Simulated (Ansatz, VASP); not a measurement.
**Two plane-wave programs on ZnAu**

The input INCAR:

```
PREC     = Accurate       # precision mode
ENCUT    = 520            # plane-wave cutoff, eV
EDIFF    = 1E-6           # SCF threshold, eV
ISMEAR   = 0              # smearing method
SIGMA    = 0.1            # smearing width, eV
LREAL    = False          # projectors in reciprocal space
LASPH    = True           # aspherical terms in the spheres
NELM     = 80             # most SCF steps
ALGO     = Fast           # electronic algorithm
ISIF     = 2              # what is computed and relaxed
LWAVE    = False          # write WAVECAR
LCHARG   = True           # write CHGCAR
GGA      = PS             # functional
LELF     = True           # ELF
LVHAR    = True         
NBANDS   = 18             # bands
```

The input KPOINTS:

```
regular mesh
0
Gamma
  14 14 14
```

File POSCAR:

```
ZnAu
1.0
    3.0643301204      0.0000000000      0.0000000000
    0.0000000000      3.0643301204      0.0000000000
    0.0000000000      0.0000000000      3.0643301204
Zn Au
1 1
Direct
    0.5000000000      0.5000000000      0.5000000000
    0.0000000000      0.0000000000      0.0000000000
```

Input for Ansatz:

```yaml
crystal:
  lattice:
    - [3.0643301251, 0.0, 0.0]
    - [0.0, 3.0643301251, 0.0]
    - [0.0, 0.0, 3.0643301251]
  atoms:
    - { symbol: Zn, position: [0.5, 0.5, 0.5] }
    - { symbol: Au, position: [0.0, 0.0, 0.0] }
basis:
  ecutwfc: 420
kpoints:
  mp_grid: { grid: [14, 14, 14] }
hamiltonian:
  xc: pbesol
scf:
  occupations: { method: gaussian, width: 0.1 }
output:
  forces: true
  stress: true
  eigenvalues: true
```

Alike in both runs: task single point; functional PBEsol; k mesh 14 × 14 × 14; occupations gaussian, width 0.1 eV; no spin polarisation.

```csv
,VASP,Ansatz
version,VASP 6.6.1,Ansatz 0.2.0
potentials or method,"VASP PAW PBE potentials, release 64 (Zn, Au), cutoff 520 eV","scalar-relativistic, plane waves, PAW"
valence electrons in the cell,23,31
```

VASP gave:

- gap on the k mesh at the Fermi level (eV): none
- pressure (GPa): 10.7

Question: Which values does Ansatz return?

Answer: gap on the k mesh at the Fermi level (eV): none; pressure (GPa): 10.4.

VASP's potentials were made for PBE, not for PBEsol. A gap of «none» marks a metal or a gap that the smearing closes. The functional is the same, so the differences come from potentials, cutoffs and numerics. VASP's potentials hold 23 valence electrons a cell and Ansatz's 31, so a difference there can come from the potentials and not from the codes.

Spin-orbit coupling is off throughout.
